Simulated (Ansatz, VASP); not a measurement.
Two plane-wave programs on Zn

The input POSCAR:

```
Zn
1.0
   -1.5608515766      1.5608515766      1.5608515766
    1.5608515766     -1.5608515766      1.5608515766
    1.5608515766      1.5608515766     -1.5608515766
Zn
1
Direct
    0.0000000000      0.0000000000      0.0000000000
```

File INCAR.step1:

```
SYSTEM = Zn
  ALGO = Normal
  EDIFF = 1E-4
  ENCUT = 600
  GGA = PE
  ISMEAR = -1
  LASPH = .TRUE.
  LCHARG = .FALSE.
  LREAL = .FALSE.
  LWAVE = .TRUE.
  NELM = 100
  PREC = Accurate
  SIGMA = 0.1
```

File INCAR.step2:

```
SYSTEM = Zn
  ALGO = Normal
  EDIFF = 1E-6
  EDIFFG = -0.01
  ENCUT = 600
  IBRION = 2
  ISIF = 3
  ISMEAR = -1
  ISTART = 1
  LASPH = .TRUE.
  LCHARG = .FALSE.
  LMIXTAU = .TRUE.
  LREAL = .FALSE.
  LWAVE = .FALSE.
  METAGGA = R2SCAN
  NELM = 100
  NSW = 80
  PREC = Accurate
  SIGMA = 0.1
```

KPOINTS

```
k-points
0
G
  14 14 14
  0 0 0
```

Input for Ansatz:

```yaml
crystal:
  lattice:
    - [-1.5608515766, 1.5608515766, 1.5608515766]
    - [1.5608515766, -1.5608515766, 1.5608515766]
    - [1.5608515766, 1.5608515766, -1.5608515766]
  atoms:
    - { symbol: Zn, position: [0.0, 0.0, 0.0] }
hamiltonian:
  xc: r2scan
  pseudopotentials:
    kind: paw
    azcp:
      Zn: "pseudopotentials/Zn.paw.azcp"
basis:
  ecutwfc: 500
  fft_grid_basis: typed
kpoints:
  mp_grid: { grid: [14, 14, 14], shift: [0, 0, 0] }
magnetization:
  spin_polarized: false
scf:
  occupations: { method: fermi_dirac, width: 0.1 }
relax:
  max_steps: 60
  f_tol: 0.01
  cell: {}
```

Alike in both runs: task relaxation of cell and atoms; functional r2SCAN; k mesh 14 × 14 × 14; occupations fermi-dirac, width 0.1 eV; no spin polarisation.

|  | VASP | Ansatz |
| --- | --- | --- |
| version | VASP 6.6.1 | Ansatz 0.2.0 |
| potentials or method | VASP PAW PBE potentials, release 64 (Zn), cutoff 600 eV | plane waves (500 eV) with PAW, scalar-relativistic |
| valence electrons in the cell | 12 | 12 |

|  | VASP | Ansatz | Ansatz less VASP |
| --- | --- | --- | --- |
| relaxed volume (Å³/atom) | 14.46 | 14.43 | -0.033 |
| relaxed cell length with the largest relative difference (Å) | 2.658 | 2.656 | -0.0020 |

VASP's potentials were made for PBE, not for r2SCAN.
